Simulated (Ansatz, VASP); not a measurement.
One calculation of Cu, two programs

The input INCAR:

```
SYSTEM = Cu
ALGO = Fast
EDIFF = 1E-6
ENCUT = 520
GGA = PE
ISIF = 2
ISMEAR = 0
LASPH = .True.
LCHARG = .False.
LREAL = .False.
LWAVE = .False.
NBANDS = 12
NELM = 100
PREC = Accurate
SIGMA = 0.15
```

The input KPOINTS:

```
k-points
0
Gamma
  28 28 28
  0 0 0
```

File POSCAR:

```
Cu
1.0
    0.0000000000      1.7876510159      1.8148741278
    1.8148741278      0.0000000000      1.8148741278
    1.8148741278      1.7876510159      0.0000000000
Cu
1
Direct
    0.0000000000      0.0000000000      0.0000000000
```

Input for Ansatz:

```yaml
crystal:
  lattice:
    - [0.0, 1.7876510159, 1.8148741278]
    - [1.8148741278, 0.0, 1.8148741278]
    - [1.8148741278, 1.7876510159, 0.0]
  atoms:
    - { symbol: Cu, position: [0.0, 0.0, 0.0] }
basis:
  ecutwfc: 420
kpoints:
  mp_grid: { grid: [28, 28, 28] }
hamiltonian:
  xc: pbe
scf:
  occupations: { method: gaussian, width: 0.15 }
output:
  forces: true
  stress: true
  eigenvalues: true
```

Change from the starting cell: strain -0.0150 x Voigt [0, 1, 0, 0, 0, 0], atoms carried along.

Alike in both runs: task single point; functional PBE; k mesh 28 × 28 × 28; occupations gaussian, width 0.15 eV; no spin polarisation.

|  | VASP | Ansatz |
| --- | --- | --- |
| version | VASP 6.6.1 | Ansatz 0.2.0 |
| potentials or method | VASP PAW PBE potentials, release 64 (Cu), cutoff 520 eV | scalar-relativistic, plane waves, PAW |
| valence electrons in the cell | 11 | 19 |

VASP gave:

- gap on the k mesh at the Fermi level (eV): none
- pressure (GPa): 2.6
- traceless stress, the component that is largest in VASP (GPa): 0.58

Task: Which values does Ansatz return?

Result: gap on the k mesh at the Fermi level (eV): none; pressure (GPa): 2.2; traceless stress, the component that is largest in VASP (GPa): 0.59.

A gap of «none» marks a metal or a gap that the smearing closes. VASP's potentials hold 11 valence electrons a cell and Ansatz's 19, so a difference there can come from the potentials and not from the codes.
